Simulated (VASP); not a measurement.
Runs of VASP 6.6.1 on Se. The structure is that of space group R-3 (No. 148), or close to it. The cells are those of the table. 

| task | cell | gap on the mesh (eV) | pressure (GPa) | largest force (eV/Å) |
| --- | --- | --- | --- | --- |
| electric field gradients | a = 6.701 Å, angles 115.3°, 6 atoms | 1.14 | 0.9 | 0.51 |
| electric field gradients | a = 6.730 Å, angles 115.1°, 6 atoms | (a) | (c) | 0.27 |
| electric field gradients | a = 6.916 Å, angles 115.6°, 6 atoms | 0.86 | -3.1 | 0.37 |
| single point | a = 6.819, b = 6.658, c = 6.696 Å, angles 115.0, 116.0, 114.9°, 6 atoms | 1.05 | (b) | 0.56 |
| single point | a = 6.788 Å, angles 115.4°, 6 atoms | 1.03 | -1.0 | 0.14 |
| electric field gradients | a = 6.596 Å, angles 115.1°, 6 atoms | 1.33 | 3.2 | 0.99 |
| electric field gradients | a = 6.812 Å, angles 115.3°, 6 atoms | 1.06 | -1.7 | 0.13 |
| electric field gradients | a = 6.721 Å, angles 115.4°, 6 atoms | 1.08 | 0.6 | 0.46 |
| electric field gradients | a = 6.768 Å, angles 115.3°, 6 atoms | 1.09 | -0.8 | 0.18 |
| single point | a = 6.596 Å, angles 115.1°, 6 atoms | 1.33 | 3.2 | 0.99 |
| single point | a = 6.916 Å, angles 115.6°, 6 atoms | 0.86 | -3.1 | 0.37 |

Alike in all rows: level PBEsol; potentials or basis VASP PAW PBE potentials, release 64 (Se); no spin polarisation; k mesh 6 × 6 × 6; cutoff (eV) 520; smearing fermi-dirac 0.01 eV.

Q: Estimate the missing entries.

A: (a) 1.22; (b) 0.4; (c) -0.4.

Caveats: this functional lacks dispersion, which holds the molecules together, so the pressure and a relaxed volume are unreliable; the PAW data sets were made with another functional, which shifts forces and pressure a little; the cell stands under tension (at least some runs); the cell stands under pressure (at least some runs).

A k mesh can miss the band edges, and the runs leave out spin-orbit coupling on Se.
